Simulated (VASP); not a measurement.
**Sn2Ir: electric field gradients with LDA**

Sn2Ir:

```xyz
3
Lattice="0.0000 3.1690 3.1690 3.1690 0.0000 3.1690 3.1690 3.1690 0.0000" Properties=species:S:1:pos:R:3 pbc="T T T"
Sn    1.5845    1.5845    1.5845
Sn    4.7535    4.7535    4.7535
Ir    0.0000    0.0000    0.0000
```

```json
{
  "Program": "VASP 6.6.1",
  "Task": "electric field gradients",
  "Functional": "LDA",
  "Potentials or basis": "VASP PAW LDA potentials, release 64 (Sn_d, Ir)",
  "Cutoff": "520 eV",
  "k mesh": "10 × 10 × 10",
  "Occupations": "fermi-dirac, width 0.03 eV",
  "Spin": "no spin polarisation",
  "Dipole correction": "no",
  "Further INCAR settings": "ALGO = Normal; EDIFF = 1e-08; NBANDS = 26"
}
```

```json
{
  "Pressure": "-1.8 GPa"
}
```

Levels at points of the mesh, in eV from the Fermi level:
| k point | band 17 | band 18 | band 19 | band 20 | band 21 | band 22 |
| --- | --- | --- | --- | --- | --- | --- |
| (0.00, 0.00, 0.00) | -2.12 | 3.61 | 3.61 | 3.61 | 3.92 | 3.92 |
| (0.50, 0.00, 0.00) | -2.06 | -0.03 | -0.03 | 1.26 | 2.55 | 4.17 |
| (0.50, 0.50, 0.00) | -2.50 | -2.16 | -1.96 | 1.26 | 3.36 | 8.12 |

Run time: 76 s on 1 thread of Intel Xeon 6975P-C, with other jobs on the host, peak memory 0.22 GiB.

Caveat: without QUAD_EFG the Cq values of the log hold for a quadrupole moment of 1 mb, not for the nuclei; spin-orbit coupling is left out, which moves the levels of the heavy elements.
